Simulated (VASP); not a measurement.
# Ba8Zr8O25 (a cell with a defect) in VASP: single point with PBEsol

Aim: the single point of Ba8Zr8O25 (a cell with a defect) with PBEsol.

All numbers are computed with VASP 6.6.1; they aren't measurements. Logs are shortened: lines on timing, memory, paths and dates and some standing lists are left out, and cuts for length are marked.

### Step 1. The cell of the first run

The cell holds a defect, 41 atoms: a = 8.362 Å, b = 8.362 Å, c = 8.362 Å, α = 90.00°, β = 90.00°, γ = 90.00°.

### Step 2. Single point, PBEsol

The input, INCAR:

```
  PREC = Accurate
  ENCUT = 520
  EDIFF = 1E-6
  ISMEAR = -1
  SIGMA = 0.05
  LREAL = Auto
  LASPH = True
  NELM = 80
  ALGO = Normal
  ISIF = 2
  LWAVE = False
  LCHARG = True
  GGA = PS
  LELF = True
  LVHAR = True
  NBANDS = 189
  ISYM = 0
```

The input, KPOINTS:

```
Automatic mesh
0
Gamma
  1 1 1
  0.25 0.25 0.25
```

The input, POSCAR:

```
Ba8Zr8O25
1.0
    8.3619610000      0.0000000000      0.0000000000
    0.0000000000      8.3619610000      0.0000000000
    0.0000000000      0.0000000000      8.3619610000
Ba Zr O
8 8 25
Direct
    0.0006360000      0.9937900000      0.0027540000
    0.9997560000      0.9943270000      0.5065450000
    0.9998940000      0.5058290000      0.0037080000
    0.0005060000      0.5054060000      0.5071730000
    0.5003790000      0.0134610000      0.9955900000
    0.4992390000      0.0137630000      0.5134740000
    0.4999670000      0.4879480000      0.9981780000
    0.5007890000      0.4868900000      0.5140110000
    0.2498030000      0.2500170000      0.2551060000
    0.2470130000      0.2503950000      0.7551690000
    0.2467650000      0.7498950000      0.2552680000
    0.2487340000      0.7503060000      0.7550450000
    0.7504770000      0.2499700000      0.2550210000
    0.7532900000      0.2502010000      0.7550920000
    0.7535280000      0.7499470000      0.2551180000
    0.7514920000      0.7502160000      0.7546970000
    0.2515410000      0.2538920000      0.0050580000
    0.2552250000      0.2466020000      0.5052830000
    0.2292510000      0.7457400000      0.0026500000
    0.2266630000      0.7538140000      0.5072030000
    0.7487060000      0.2458560000      0.0047830000
    0.7451700000      0.2543620000      0.5049870000
    0.7703010000      0.7543640000      0.0025910000
    0.7744250000      0.7452860000      0.5070980000
    0.0001390000      0.2526640000      0.2568760000
    0.0001060000      0.2468910000      0.7529370000
    0.0001180000      0.7476720000      0.2531390000
    0.0000970000      0.7545850000      0.7565750000
    0.5001270000      0.2481900000      0.2530450000
    0.5001080000      0.2526160000      0.7566020000
    0.5003260000      0.7537570000      0.1697880000
    0.5000950000      0.7474200000      0.7530240000
    0.2539450000      0.9987000000      0.2518900000
    0.2544300000      0.0015160000      0.7587390000
    0.2580530000      0.5014780000      0.2586100000
    0.2482600000      0.4992160000      0.7511670000
    0.7464650000      0.9985750000      0.2598400000
    0.7455790000      0.0012970000      0.7503480000
    0.7418440000      0.5013740000      0.2501340000
    0.7518580000      0.4990250000      0.7592450000
    0.4998780000      0.7491130000      0.3428030000
```

Potentials or basis: VASP PAW PBE potentials, release 64 (Ba_sv, Zr_sv, O).

On the command line:

```bash
$ cat potpaw_PBE.64/Ba_sv/POTCAR potpaw_PBE.64/Zr_sv/POTCAR potpaw_PBE.64/O/POTCAR > POTCAR
$ mpirun -np 1 vasp_std > vasp.out
```

OUTCAR:

```text
PREC = Accurate
   ENCUT = 520
   EDIFF = 1E-6
   ISMEAR = -1
   LREAL = Auto
   LASPH = True
   NELM = 80
   ISIF = 2
   GGA = PS
   ISYM = 0

 ion  position               nearest neighbor table
   1  0.001  0.994  0.003-  23 2.78  19 2.82  28 2.87  27 2.94  34 2.94  33 2.97  26 2.97  21 2.98
                            38 3.00  17 3.02  37 3.02  25 3.03  12 3.57  16 3.58  11 3.59  15 3.59
   2  1.000  0.994  0.507-  20 2.76  24 2.81  28 2.90  38 2.95  26 2.95  37 2.96  27 2.96  34 3.00
                            18 3.00  25 3.00  33 3.01  22 3.04  16 3.58  12 3.58  15 3.58  11 3.59
   3  1.000  0.506  0.004-  19 2.78  23 2.83  27 2.91  40 2.91  28 2.93  36 2.96  17 2.98  39 2.98
                            25 2.99  26 3.01  21 3.02  35 3.03  16 3.58  15 3.58  12 3.58  11 3.58
   4  0.001  0.505  0.507-  24 2.76  20 2.81  36 2.91  27 2.94  28 2.95  40 2.96  25 2.97  26 2.98
                            35 2.99  22 2.99  18 3.04  39 3.05  12 3.58  16 3.58  11 3.59  15 3.59
   5  0.500  0.013  0.996-  31 2.61  30 2.83  21 2.85  34 2.86  17 2.89  38 2.90  29 2.91  33 2.98
                            32 3.01  37 3.02  23 3.13  19 3.19  14 3.53  10 3.53  13 3.60   9 3.61
   6  0.499  0.014  0.513-  41 2.63  18 2.82  30 2.85  38 2.86  22 2.88  34 2.90  29 2.93  37 2.96
                            32 3.00  33 3.00  20 3.15  24 3.22  10 3.53  14 3.54   9 3.59  13 3.60
   7  0.500  0.488  0.998-  31 2.65  30 2.82  17 2.85  21 2.90  40 2.90  39 2.92  29 2.93  36 2.95
                            35 2.97  32 2.98  19 3.13  23 3.17  10 3.54  14 3.55   9 3.60  13 3.60
   8  0.501  0.487  0.514-  41 2.62  30 2.82  22 2.82  18 2.87  36 2.90  40 2.94  35 2.95  32 2.96
                            29 2.96  39 2.99  24 3.15  20 3.20  14 3.53  10 3.53  13 3.60   9 3.61
   9  0.250  0.250  0.255-  25 2.09  17 2.09  18 2.09  29 2.09  33 2.10  35 2.10   6 3.59   7 3.60
                             5 3.61   8 3.61   4 3.65   3 3.66   2 3.66   1 3.66
  10  0.247  0.250  0.755-  26 2.06  36 2.08  34 2.08  17 2.09  18 2.09  30 2.12   6 3.53   5 3.53
                             8 3.53   7 3.54   4 3.62   1 3.62   3 3.63   2 3.63
  11  0.247  0.750  0.255-  27 2.06  35 2.08  33 2.08  20 2.11  19 2.12  31 2.24  41 2.24   3 3.58
                             1 3.59   4 3.59   2 3.59   7 3.73   6 3.74   8 3.75   5 3.75
  12  0.249  0.750  0.755-  19 2.08  28 2.08  20 2.08  36 2.10  34 2.10  32 2.10   1 3.57   4 3.58
                             2 3.58   3 3.58   5 3.65   6 3.65   8 3.65   7 3.66
  13  0.750  0.250  0.255-  25 2.09  22 2.09  21 2.09  29 2.09  37 2.10  39 2.10   7 3.60   8 3.60
                             6 3.60   5 3.60   2 3.65   3 3.65   4 3.66   1 3.66
  14  0.753  0.250  0.755-  26 2.06  40 2.08  38 2.08  21 2.09  22 2.09  30 2.12   5 3.53   8 3.53
                             6 3.54   7 3.55   4 3.62   3 3.63   2 3.63   1 3.63
  15  0.754  0.750  0.255-  27 2.06  37 2.08  39 2.08  24 2.11  23 2.12  31 2.23  41 2.24   3 3.58
                             2 3.58   1 3.59   4 3.59   7 3.73   8 3.74   5 3.75   6 3.75
  16  0.751  0.750  0.755-  23 2.08  28 2.08  24 2.08  38 2.10  40 2.10  32 2.10   2 3.58   1 3.58
                             4 3.58   3 3.58   8 3.65   5 3.65   6 3.66   7 3.66
  17  0.252  0.254  0.005-  10 2.09   9 2.09   7 2.85   5 2.89   3 2.98   1 3.02
  18  0.255  0.247  0.505-  10 2.09   9 2.09   6 2.82   8 2.87   2 3.00   4 3.04
  19  0.229  0.746  0.003-  12 2.08  11 2.12   3 2.78   1 2.82   7 3.13   5 3.19
  20  0.227  0.754  0.507-  12 2.08  11 2.11   2 2.76   4 2.81   6 3.15   8 3.20
  21  0.749  0.246  0.005-  14 2.09  13 2.09   5 2.85   7 2.90   1 2.98   3 3.02
  22  0.745  0.254  0.505-  13 2.09  14 2.09   8 2.82   6 2.88   4 2.99   2 3.04
[... 200 lines left out ...]
   LHFCALC =     F    Hartree Fock is set to
   AEXX    =    0.0000 exact exchange contribution
   IVDW    =     0    specifies the selected vdW correction
   LEPSILON=     F    determine dielectric tensor
   LRPA    =     F    only Hartree local field effects (RPA)
 non-spin polarized calculation
  energy-cutoff  :      520.00
  volume of cell :      584.69
 maximum number of plane-waves:     15747
 NGX is ok and might be reduce to    64
   NGX = 31   NGY = 31   NGZ = 31

 number of electron     326.0000005 magnetization

 Free energy of the ion-electron system (eV)
  ---------------------------------------------------
  ext. energy  EPLUGINS =         0.00000000
  ---------------------------------------------------
  free energy    TOTEN  =      -353.35182069 eV

  energy without entropy =     -353.35182069  energy(sigma->0) =     -353.35182069

 E-fermi :   5.1519     XC(G=0): -11.1340

 val. band max:        3.8191767813   @ k =  -0.2500   0.2500   0.2500
 cond. band min:       7.5203111354   @ k =   0.2500  -0.2500   0.2500
 fundamental gap:      3.7011343541
 Fermi energy:         5.1518964844

 k-point     1 :       0.2500    0.2500    0.2500
  band No.  band energies     occupation
      1     -43.2429      2.00000
      2     -43.2394      2.00000
      3     -43.1169      2.00000
      4     -43.1144      2.00000
      5     -43.0750      2.00000
      6     -43.0723      2.00000
[... 701 lines left out ...]
    174       9.0648      0.00000
    175       9.0942      0.00000
 [bands above 175 left out]

------------------------ aborting loop because EDIFF is reached ----------------------------------------

  FORCE on cell =-STRESS in cart. coord.  units (eV):
  Direction    XX          YY          ZZ          XY          YZ          ZX
  --------------------------------------------------------------------------------------
  -------------------------------------------------------------------------------------
  Total        9.2139926      9.5067908     10.7757351     -0.0509976     -0.1155552      0.0179761
  in kB       25.2484097     26.0507426     29.5279351     -0.1397447     -0.3166471      0.0492586
  external PRESSURE =      26.9423624 kB  Pullay stress =       0.0000000 kB

 VOLUME and BASIS-vectors are now :
 -----------------------------------------------------------------------------
  energy-cutoff  :      520.00
  volume of cell :      584.69
      direct lattice vectors                 reciprocal lattice vectors
     8.361961000  0.000000000  0.000000000     0.119589173  0.000000000  0.000000000
     0.000000000  8.361961000  0.000000000     0.000000000  0.119589173  0.000000000
     0.000000000  0.000000000  8.361961000     0.000000000  0.000000000  0.119589173

 POSITION                                       TOTAL-FORCE (eV/Angst)
 -----------------------------------------------------------------------------------
      0.00532      8.31003      0.02303        -0.001428      0.073666      0.022322
      8.35992      8.31452      4.23571        -0.012987      0.071164     -0.001308
      8.36107      4.22972      0.03101        -0.015235     -0.059223     -0.000392
      0.00423      4.22619      4.24096         0.018273     -0.065033     -0.023414
      4.18415      0.11256      8.32508         0.010092      0.010611      0.015488
      4.17462      0.11509      4.29365         0.020681     -0.023639     -0.003165
[... 33 lines left out ...]
      6.28701      4.17283      6.34878         0.008830      0.007610     -0.011845
      4.17996      6.26405      2.86651         0.017187      0.067911      0.196881
 -----------------------------------------------------------------------------------
    total drift:                               -0.010440     -0.019176     -0.004473

  FREE ENERGIE OF THE ION-ELECTRON SYSTEM (eV)
  ---------------------------------------------------
  free  energy   TOTEN  =      -353.3518206928 eV

  energy  without entropy=     -353.3518206928  energy(sigma->0) =     -353.35182069
```

Wall time 22 min (1 thread of Oxide Virtual Turin-like, shared host); peak memory 0.7 GiB.

What came out:

```yaml
Free_energy: -353.3518 eV
Pressure: 2.7 GPa
Largest_force: 0.211 eV/Å
Band_gap_on_the_k_mesh: 3.70 eV
```

Forces on the atoms (eV/Å):
```
Ba  -0.001  0.074  0.022
Ba  -0.013  0.071 -0.001
Ba  -0.015 -0.059  0.000
Ba   0.018 -0.065 -0.023
Ba   0.010  0.011  0.015
Ba   0.021 -0.024 -0.003
Ba   0.002  0.024 -0.019
Ba  -0.021  0.005 -0.004
Zr  -0.005  0.014  0.002
Zr   0.016  0.007  0.005
Zr   0.023  0.000 -0.002
Zr   0.009 -0.012 -0.020
Zr   0.004 -0.001 -0.003
Zr  -0.022 -0.009 -0.004
Zr  -0.028  0.003  0.001
Zr  -0.008  0.003  0.023
O   -0.020 -0.009 -0.009
O   -0.030  0.016 -0.017
O    0.070  0.015  0.008
O    0.038 -0.009  0.004
O    0.022 -0.002  0.011
O    0.027 -0.001  0.006
O   -0.034 -0.005 -0.012
O   -0.075  0.005 -0.010
O   -0.001 -0.001 -0.003
O    0.004  0.000  0.007
O    0.003  0.001  0.011
O    0.002 -0.013 -0.007
O    0.000 -0.004  0.011
O    0.000  0.001 -0.006
O   -0.014 -0.077 -0.196
O    0.000  0.003  0.008
O   -0.008  0.002 -0.001
O   -0.014 -0.022  0.001
O   -0.001 -0.019 -0.009
O   -0.014 -0.006  0.009
O    0.004  0.015 -0.004
O    0.016 -0.001  0.011
O    0.010 -0.006  0.014
O    0.009  0.008 -0.012
O    0.017  0.068  0.197
```

Caveat: the k points lie up to 0.75 Å⁻¹ apart; the PAW data sets were made with another functional, which shifts forces and pressure a little; spin-orbit coupling is left out, which moves the levels of the heavy elements.
